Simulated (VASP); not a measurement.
# CaLa (Pm-3m) in VASP: notebook

Runs on CaLa. Level: LDA. Tasks: single point.

Program: VASP 6.6.1. These are calculated values, not measurements. Logs are shortened: lines on timing, memory, paths and dates and some standing lists are left out, and cuts for length are marked.

### Step 1. The cell of the first run

The structure is cubic, space group Pm-3m (No. 221). The conventional cell has a = 4.149 Å, b = 4.149 Å, c = 4.149 Å, α = 90.00°, β = 90.00°, γ = 90.00°. Within 4.7 Å of La (site symmetry m-3m) lie 8 Ca at 3.59 Å and 6 La at 4.15 Å. Ca (site symmetry m-3m) has 8 La at 3.59 Å and 6 Ca at 4.15 Å within 4.7 Å.

### Step 2. Single point, LDA

Contents of INCAR:

```
SYSTEM = CaLa
  ALGO = Normal
  EDIFF = 1E-6
  ENCUT = 520
  GGA = CA
  ISIF = 2
  ISMEAR = 0
  LASPH = .TRUE.
  LCHARG = .TRUE.
  LELF = .TRUE.
  LREAL = .FALSE.
  LVHAR = .TRUE.
  LWAVE = .FALSE.
  NBANDS = 18
  NELM = 60
  PREC = Accurate
  SIGMA = 0.1
```

Contents of KPOINTS:

```
k-points
0
G
  5 5 5
  0 0 0
```

Contents of POSCAR:

```
CaLa
1.0
    4.1490434409      0.0000000000      0.0000000000
    0.0000000000      4.1490434409      0.0000000000
    0.0000000000      0.0000000000      4.1490434409
La Ca
1 1
Direct
    0.0000000000      0.0000000000      0.0000000000
    0.5000000000      0.5000000000      0.5000000000
```

Potentials or basis: VASP PAW LDA potentials, release 64 (La, Ca_sv).

Launch:

```bash
$ cat potpaw_LDA.64/La/POTCAR potpaw_LDA.64/Ca_sv/POTCAR > POTCAR
$ mpirun -np 1 vasp_std > vasp.out
```

OUTCAR:

```text
SYSTEM = CaLa
   EDIFF = 1E-6
   ENCUT = 520
   GGA = CA
   ISIF = 2
   ISMEAR = 0
   LASPH = .TRUE.
   LREAL = .FALSE.
   NELM = 60
   PREC = Accurate

 ion  position               nearest neighbor table
   1  0.000  0.000  0.000-
   2  0.500  0.500  0.500-

  LATTYP: Found a simple cubic cell.
 ALAT       =     4.1490434409

  Lattice vectors:

 A1 = (   4.1490434409,   0.0000000000,   0.0000000000)
 A2 = (   0.0000000000,   4.1490434409,   0.0000000000)
 A3 = (   0.0000000000,   0.0000000000,   4.1490434409)

Analysis of symmetry for initial positions (statically):
=====================================================================
 Subroutine PRICEL returns:
 Original cell was already a primitive cell.

 Routine SETGRP: Setting up the symmetry group for a
 simple cubic supercell.

 Subroutine GETGRP returns: Found 48 space group operations
 (whereof 48 operations were pure point group operations)
 out of a pool of 48 trial point group operations.

The static configuration has the point symmetry O_h .

Analysis of symmetry for dynamics (positions and initial velocities):
=====================================================================
 Subroutine PRICEL returns:
 Original cell was already a primitive cell.

 Routine SETGRP: Setting up the symmetry group for a
 simple cubic supercell.

 Subroutine GETGRP returns: Found 48 space group operations
 (whereof 48 operations were pure point group operations)
 out of a pool of 48 trial point group operations.

The dynamic configuration has the point symmetry O_h .

 Subroutine INISYM returns: Found 48 space group operations
 (whereof 48 operations are pure point group operations),
 and found     1 'primitive' translations

----------------------------------------------------------------------------------------

                                     Primitive cell

  volume of cell :      71.4240

  direct lattice vectors                    reciprocal lattice vectors
     4.149043441  0.000000000  0.000000000     0.241019409  0.000000000  0.000000000
     0.000000000  4.149043441  0.000000000     0.000000000  0.241019409  0.000000000
     0.000000000  0.000000000  4.149043441     0.000000000  0.000000000  0.241019409

  length of vectors
     4.149043441  4.149043441  4.149043441     0.241019409  0.241019409  0.241019409

  position of ions in fractional coordinates (direct lattice)
     0.000000000  0.000000000  0.000000000
     0.500000000  0.500000000  0.500000000

  ion indices of the primitive-cell ions
   primitive index   ion index
                 1           1
                 2           2

----------------------------------------------------------------------------------------

 KPOINTS: k-points

Automatic generation of k-mesh.
 Grid dimensions read from file:
 generate k-points for:    5    5    5

 Generating k-lattice:

  Cartesian coordinates                     Fractional coordinates (reciprocal lattice)
     0.048203882  0.000000000  0.000000000     0.200000000  0.000000000  0.000000000
     0.000000000  0.048203882  0.000000000     0.000000000  0.200000000  0.000000000
     0.000000000  0.000000000  0.048203882     0.000000000  0.000000000  0.200000000

  Length of vectors
     0.048203882  0.048203882  0.048203882

  Shift w.r.t. Gamma in fractional coordinates (k-lattice)
     0.000000000  0.000000000  0.000000000

 Subroutine IBZKPT returns following result:
 ===========================================

 Found     10 irreducible k-points:

 Following reciprocal coordinates:
            Coordinates               Weight
  0.000000  0.000000  0.000000      1.000000
  0.200000  0.000000  0.000000      6.000000
  0.400000  0.000000  0.000000      6.000000
  0.200000  0.200000  0.000000     12.000000
  0.400000  0.200000  0.000000     24.000000
  0.400000  0.400000  0.000000     12.000000
  0.200000  0.200000  0.200000      8.000000
  0.400000  0.200000  0.200000     24.000000
  0.400000  0.400000  0.200000     24.000000
  0.400000  0.400000  0.400000      8.000000
   k-points           NKPTS =     10   k-points in BZ     NKDIM =     10   number of bands    NBANDS=     18
   number of dos      NEDOS =    301   number of ions     NIONS =      2
   total plane-waves  NPLWV =  32768
   dimension x,y,z NGX =    32 NGY =   32 NGZ =   32
   dimension x,y,z NGXF=    64 NGYF=   64 NGZF=   64
   ions per type =               1   1
   NGX,Y,Z   is equivalent  to a cutoff of  12.82, 12.82, 12.82 a.u.
   NGXF,Y,Z  is equivalent  to a cutoff of  25.64, 25.64, 25.64 a.u.
 SYSTEM =  CaLa
   PREC   = accura    normal or accurate (medium, high low for compatibility)
   ISTART =      0    job   : 0-new  1-cont  2-samecut
   ICHARG =      2    charge: 1-file 2-atom 10-const
   ISPIN  =      1    spin polarized calculation?
   LNONCOLLINEAR =      F non collinear calculations
   LSORBIT =      F    spin-orbit coupling
   LASPH  =      T    aspherical Exc in radial PAW
   ENCUT  =  520.0 eV  38.22 Ry    6.18 a.u.   7.71  7.71  7.71*2*pi/ulx,y,z
   NELM   =     60;   NELMIN=  2; NELMDL= -5     # of ELM steps
   EDIFF  = 0.1E-05   stopping-criterion for ELM
   LREAL  =      F    real-space projection
   EDIFFG = 0.1E-04   stopping-criterion for IOM
   NSW    =      0    number of steps for IOM
   IBRION =     -1    ionic relax: 0-MD 1-quasi-New 2-CG
   NFREE  =      0    steps in history (QN), initial steepest desc. (CG)
   ISIF   =      2    stress and relaxation
   ISYM   =      2    0-nonsym 1-usesym 2-fastsym
   POTIM  = 0.5000    time-step for ionic-motion
   TEBEG  =    0.0;   TEEND  =   0.0 temperature during run
   PSTRESS=    0.0 pullay stress
   NELECT =      21.0000    total number of electrons
   NUPDOWN=      -1.0000    fix difference up-down
   EMIN   =  10.00;   EMAX   =-10.00  energy-range for DOS
   EFERMI =   0.00;   METHOD = LEGACY
   ISMEAR =     0;   SIGMA  =   0.10  broadening in eV -4-tet -1-fermi 0-gaus
   EFERMI_NEDOS =   21; number of points for ismear=-14 and -15
   IALGO  =     38    algorithm
   IMIX   =      4    mixing-type and parameters
     AMIX     =   0.40;   BMIX     =  1.00
     AMIX_MAG =   1.60;   BMIX_MAG =  1.00
  volume/ion in A,a.u.               =      35.71       241.00
  Fermi-wavevector in a.u.,A,eV,Ry     =   1.088596  2.057148 16.123456  1.185041
  Thomas-Fermi vector in A             =   2.224781
   LORBIT       =      0    0 simple, 1 ext, 2 COOP (PROOUT), +10 PAW based schemes
   GGA     = CA    functional components
   LHFCALC =     F    Hartree Fock is set to
   AEXX    =    0.0000 exact exchange contribution
   IVDW    =     0    specifies the selected vdW correction
   LEPSILON=     F    determine dielectric tensor
   LRPA    =     F    only Hartree local field effects (RPA)
 non-spin polarized calculation
 Gauss-broadening in eV      SIGMA  =   0.10
  energy-cutoff  :      520.00
  volume of cell :       71.42
 maximum number of plane-waves:      1935
 NGX is ok and might be reduce to    32
   NGX = 15   NGY = 15   NGZ = 15

 number of electron      21.0000008 magnetization

 Free energy of the ion-electron system (eV)
  ---------------------------------------------------
  ext. energy  EPLUGINS =         0.00000000
  ---------------------------------------------------
  free energy    TOTEN  =        -7.50057733 eV

  energy without entropy =       -7.48503329  energy(sigma->0) =       -7.49280531

 E-fermi :   5.1367     XC(G=0):  -9.2583

 val. band max:        5.0836242191   @ k =   0.4000   0.2000   0.2000
 cond. band min:       5.2323538118   @ k =   0.4000   0.4000   0.2000
 fundamental gap:      0.1487295928
 Fermi energy:         5.1367468546

 k-point     1 :       0.0000    0.0000    0.0000
  band No.  band energies     occupation
      1     -35.4238      2.00000
      2     -27.7172      2.00000
      3     -16.7469      2.00000
      4     -16.7469      2.00000
      5     -16.7469      2.00000
      6     -11.2859      2.00000
[... 10 lines left out ...]
     17       6.6346      0.00000
     18       6.7091      0.00000

 k-point     2 :       0.2000    0.0000    0.0000
  band No.  band energies     occupation
      1     -35.4228      2.00000
      2     -27.7111      2.00000
      3     -16.7604      2.00000
      4     -16.7437      2.00000
      5     -16.7437      2.00000
      6     -11.4078      2.00000
[... 10 lines left out ...]
     17       6.6352      0.00000
     18       6.6352      0.00000

 k-point     3 :       0.4000    0.0000    0.0000
  band No.  band energies     occupation
      1     -35.4213      2.00000
      2     -27.7012      2.00000
      3     -16.7821      2.00000
      4     -16.7385      2.00000
      5     -16.7385      2.00000
      6     -11.5966      2.00000
[... 10 lines left out ...]
     17       6.6722      0.00000
     18       6.6748      0.00000

 k-point     4 :       0.2000    0.2000    0.0000
  band No.  band energies     occupation
      1     -35.4219      2.00000
      2     -27.7047      2.00000
      3     -16.7640      2.00000
      4     -16.7552      2.00000
      5     -16.7410      2.00000
      6     -11.4097      2.00000
[... 10 lines left out ...]
     17       6.6410      0.00000
     18       6.6947      0.00000

 k-point     5 :       0.4000    0.2000    0.0000
  band No.  band energies     occupation
      1     -35.4204      2.00000
      2     -27.6943      2.00000
      3     -16.7855      2.00000
      4     -16.7582      2.00000
      5     -16.7366      2.00000
      6     -11.5727      2.00000
[... 10 lines left out ...]
     17       6.6295      0.00000
     18       6.7949      0.00000

 k-point     6 :       0.4000    0.4000    0.0000
  band No.  band energies     occupation
      1     -35.4190      2.00000
      2     -27.6832      2.00000
      3     -16.7921      2.00000
      4     -16.7888      2.00000
      5     -16.7337      2.00000
      6     -11.5381      2.00000
[... 10 lines left out ...]
     17       6.6065      0.00000
     18       6.8116      0.00000

 k-point     7 :       0.2000    0.2000    0.2000
  band No.  band energies     occupation
      1     -35.4210      2.00000
      2     -27.6982      2.00000
      3     -16.7601      2.00000
      4     -16.7601      2.00000
      5     -16.7541      2.00000
      6     -11.3992      2.00000
[... 10 lines left out ...]
     17       6.6524      0.00000
     18       6.6525      0.00000

 k-point     8 :       0.4000    0.2000    0.2000
  band No.  band energies     occupation
      1     -35.4195      2.00000
      2     -27.6875      2.00000
      3     -16.7856      2.00000
      4     -16.7575      2.00000
      5     -16.7537      2.00000
      6     -11.5558      2.00000
[... 10 lines left out ...]
     17       6.7443      0.00000
     18       6.8043      0.00000

 k-point     9 :       0.4000    0.4000    0.2000
  band No.  band energies     occupation
      1     -35.4181      2.00000
      2     -27.6765      2.00000
      3     -16.7869      2.00000
      4     -16.7854      2.00000
      5     -16.7510      2.00000
      6     -11.5313      2.00000
[... 10 lines left out ...]
     17       6.6581      0.00000
     18       6.8063      0.00000

 k-point    10 :       0.4000    0.4000    0.4000
  band No.  band energies     occupation
      1     -35.4168      2.00000
      2     -27.6657      2.00000
      3     -16.7806      2.00000
      4     -16.7784      2.00000
      5     -16.7784      2.00000
      6     -11.5233      2.00000
[... 10 lines left out ...]
     17       6.7746      0.00000
     18       6.7820      0.00000

------------------------ aborting loop because EDIFF is reached ----------------------------------------

  FORCE on cell =-STRESS in cart. coord.  units (eV):
  Direction    XX          YY          ZZ          XY          YZ          ZX
  --------------------------------------------------------------------------------------
  -------------------------------------------------------------------------------------
  Total       -0.0069542     -0.0069542     -0.0069542      0.0000000      0.0000000      0.0000000
  in kB       -0.1559959     -0.1559959     -0.1559959      0.0000000      0.0000000      0.0000000
  external PRESSURE =      -0.1559959 kB  Pullay stress =       0.0000000 kB

 VOLUME and BASIS-vectors are now :
 -----------------------------------------------------------------------------
  energy-cutoff  :      520.00
  volume of cell :       71.42
      direct lattice vectors                 reciprocal lattice vectors
     4.149043441  0.000000000  0.000000000     0.241019409  0.000000000  0.000000000
     0.000000000  4.149043441  0.000000000     0.000000000  0.241019409  0.000000000
     0.000000000  0.000000000  4.149043441     0.000000000  0.000000000  0.241019409

 POSITION                                       TOTAL-FORCE (eV/Angst)
 -----------------------------------------------------------------------------------
      0.00000      0.00000      0.00000         0.000000      0.000000      0.000000
      2.07452      2.07452      2.07452         0.000000      0.000000      0.000000
 -----------------------------------------------------------------------------------
    total drift:                                0.000000      0.000000     -0.000000

  FREE ENERGIE OF THE ION-ELECTRON SYSTEM (eV)
  ---------------------------------------------------
  free  energy   TOTEN  =        -7.5005773288 eV

  energy  without entropy=       -7.4850332912  energy(sigma->0) =       -7.49280531
```

It took 12 s on 1 thread of AMD EPYC 7R13 (Zen 3), shared host; peak memory 0.13 GiB.

Results:

* Free energy: -7.5006 eV
* Pressure: 0.0 GPa

Levels at points of the mesh, in eV from the Fermi level:
```tsv
k point	band 8	band 9	band 10	band 11	band 12	band 13	band 14	band 15
(0.00, 0.00, 0.00)	-16.42	-3.69	-1.07	-1.07	1.45	1.45	1.45	1.50
```

Caveat: spin-orbit coupling is left out, which moves the levels of the heavy elements.

### Step 3. Single point, LDA

Contents of INCAR:

```
ALGO = Normal
EDIFF = 1E-6
ENCUT = 520
GGA = CA
ISIF = 2
ISMEAR = 0
LASPH = T
LCHARG = T
LELF = T
LREAL = F
LVHAR = T
LWAVE = F
NBANDS = 18
NELM = 60
PREC = Accurate
SIGMA = 0.1
```

Contents of KPOINTS:

```
k-points
0
Gamma
  5 5 5
```

POSCAR is that of step 2.

Potentials or basis: VASP PAW LDA potentials, release 64 (La, Ca_sv).

Launch:

```bash
$ cat potpaw_LDA.64/La/POTCAR potpaw_LDA.64/Ca_sv/POTCAR > POTCAR
$ mpirun -np 1 vasp_std > vasp.out
```

Wall time 13 s (1 thread of AMD EPYC 7R13 (Zen 3), shared host); peak memory 0.13 GiB.

The run converged. Its results:

* Free energy: -7.5006 eV
* Pressure: 0.0 GPa

Levels at points of the mesh, in eV from the Fermi level:
| k point | band 8 | band 9 | band 10 | band 11 | band 12 | band 13 | band 14 | band 15 |
| --- | --- | --- | --- | --- | --- | --- | --- | --- |
| (0.00, 0.00, 0.00) | -16.42 | -3.69 | -1.07 | -1.07 | 1.45 | 1.45 | 1.45 | 1.50 |

Caveat: spin-orbit coupling is left out, which moves the levels of the heavy elements.

### Step 4. Single point, LDA

This run uses another cell than the first one, of 35.35 Å³/atom, 0.990 times its volume.

Contents of INCAR:

```
SYSTEM = CaLa
ALGO = Normal
EDIFF = 1E-6
ENCUT = 520
ISIF = 2
ISMEAR = 0
LASPH = .TRUE.
LCHARG = .FALSE.
LREAL = .FALSE.
LWAVE = .FALSE.
NBANDS = 18
NELM = 60
PREC = Accurate
SIGMA = 0.1
```

Contents of KPOINTS:

```
k-points
0
G
  5 5 5
  0 0 0
```

Contents of POSCAR:

```
CaLa
1.0
    4.1351669378      0.0000000000      0.0000000000
    0.0000000000      4.1351669378      0.0000000000
    0.0000000000      0.0000000000      4.1351669378
La Ca
1 1
Direct
    0.0000000000      0.0000000000      0.0000000000
    0.5000000000      0.5000000000      0.5000000000
```

Launch:

```bash
$ cat potpaw_LDA.64/La/POTCAR potpaw_LDA.64/Ca_sv/POTCAR > POTCAR
$ mpirun -np 1 vasp_std > vasp.out
```

Run time: 10 s. Hardware: 1 thread of AMD EPYC 7R13 (Zen 3), shared host; peak memory 0.13 GiB.

The run converged. Its results:

```yaml
Free_energy: -7.4999 eV
Pressure: 0.3 GPa
```

Levels at points of the mesh, in eV from the Fermi level:
```tsv
k point	band 8	band 9	band 10	band 11	band 12	band 13	band 14	band 15
(0.00, 0.00, 0.00)	-16.40	-3.69	-1.09	-1.09	1.47	1.47	1.47	1.52
```

Caveat: spin-orbit coupling is left out, which moves the levels of the heavy elements.
